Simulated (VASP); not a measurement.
Write the native input for VASP 6.6.1 that does the following.

```
Task                   : single point
Functional             : PBE
Potentials or basis    : VASP PAW PBE potentials, release 64 (Zn, Se)
Cutoff                 : 500 eV
k mesh                 : 10 × 10 × 12
Occupations            : gaussian, width 0.1 eV
Spin                   : no spin polarisation
Dipole correction      : no
Further INCAR settings : ALGO = Normal; EDIFF = 1e-06; NBANDS = 23
```

The structure of ZnSe3 lies in POSCAR:

```
ZnSe3
1.0
    2.5964658853     -5.2009062462      0.0000000000
    2.5964658853      5.2009062462      0.0000000000
    0.0000000000      0.0000000000      3.7169589305
Zn Se
1 3
Direct
    0.5000000000      0.5000000000      0.5000000000
    0.2545755898      0.7454244102      0.5000000000
    0.7454244102      0.2545755898      0.5000000000
    0.0000000000      0.0000000000      0.5000000000
```

These files were run (other wordings do the same):

INCAR

```
ALGO = Normal ; EDIFF = 1E-6
ENCUT = 500 ; GGA = PE
GGA_COMPAT = F ; ISIF = 2
ISMEAR = 0 ; LASPH = T
LCHARG = F ; LREAL = F
LWAVE = F ; NBANDS = 23
NELM = 120 ; PREC = Accurate
SIGMA = 0.1
```

KPOINTS

```
k-points
0
Gamma
  10 10 12
```

Potentials or basis: VASP PAW PBE potentials, release 64 (Zn, Se).

Launch:

```sh
$ cat potpaw_PBE.64/Zn/POTCAR potpaw_PBE.64/Se/POTCAR > POTCAR
$ mpirun -np 1 vasp_std > vasp.out
```

Results of the run:

The pressure is 0.1 GPa. The largest force is 0.010 eV/Å and the band gap on the k mesh is zero (band 15 reaches 3.41 eV, above the bottom of band 16 at 1.29 eV).

Wall time 2.8 min on 1 thread of Intel(R) Xeon(R) 6975P-C (Granite Rapids) (shared host), peak memory 0.53 GiB.
